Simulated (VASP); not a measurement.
A run of VASP 6.6.1:

Contents of INCAR:

```
  ALGO = Normal
  EDIFF = 1E-6
  ENCUT = 520
  GGA = CA
  ISIF = 2
  ISMEAR = 0
  LASPH = True
  LCHARG = False
  LREAL = False
  LWAVE = False
  NBANDS = 10
  NELM = 100
  PREC = Accurate
  SIGMA = 0.1
```

File KPOINTS:

```
k-points
0
Gamma
  10 10 10
```

The input POSCAR:

```
Rb
1.0
   -2.9247599271      2.9247599271      2.5394948727
    2.9247599271     -2.9247599271      2.5394948727
    2.9247599271      2.9247599271     -2.5394948727
Rb
1
Direct
    0.0000000000      0.0000000000      0.0000000000
```

Potentials or basis: VASP PAW LDA potentials, release 64 (Rb_sv).

Run with:

```bash
$ cat potpaw_LDA.64/Rb_sv/POTCAR > POTCAR
$ mpirun -np 1 vasp_std > vasp.out
```

Hardware: 1 thread of AMD EPYC 7R13 Processor (Zen 3), with other jobs on the host.

Problem. Estimate the wall time of this run.

Solution. It took 42 s on 1 thread of AMD EPYC 7R13 Processor (Zen 3) (shared host), peak memory 0.19 GiB. Counts: scf iterations 10, k points 102.
